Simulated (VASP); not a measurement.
## BiTe: single point with BLYP

BiTe:

```xyz
2
Lattice="0.0000 3.3398 3.3398 3.3398 0.0000 3.3398 3.3398 3.3398 0.0000" Properties=species:S:1:pos:R:3 pbc="T T T"
Bi    0.0000    0.0000    0.0000
Te    3.3398    3.3398    3.3398
```

* Program: VASP 6.6.1
* Task: single point
* Functional: BLYP
* Potentials or basis: VASP PAW PBE potentials, release 64 (Bi_d, Te)
* Cutoff: 520 eV
* k mesh: 7 × 7 × 7
* Occupations: fermi-dirac, width 0.05 eV
* Spin: no spin polarisation
* Dipole correction: no
* Further INCAR settings: ALGO = Normal; EDIFF = 1e-07; NBANDS = 18

```yaml
Pressure: 0.1 GPa
```

Levels at points of the mesh, in eV from the Fermi level:
| k point | band 8 | band 9 | band 10 | band 11 | band 12 | band 13 |
| --- | --- | --- | --- | --- | --- | --- |
| (0.00, 0.00, 0.00) | -2.32 | -2.32 | -2.32 | 1.88 | 1.88 | 1.88 |

Wall time 50 s on 1 thread of AMD EPYC 9R45 (Zen 5), with other jobs on the host, peak memory 0.17 GiB.

Caveat: the PAW data sets were made with another functional, which shifts forces and pressure a little; spin-orbit coupling is left out, which moves the levels of the heavy elements.
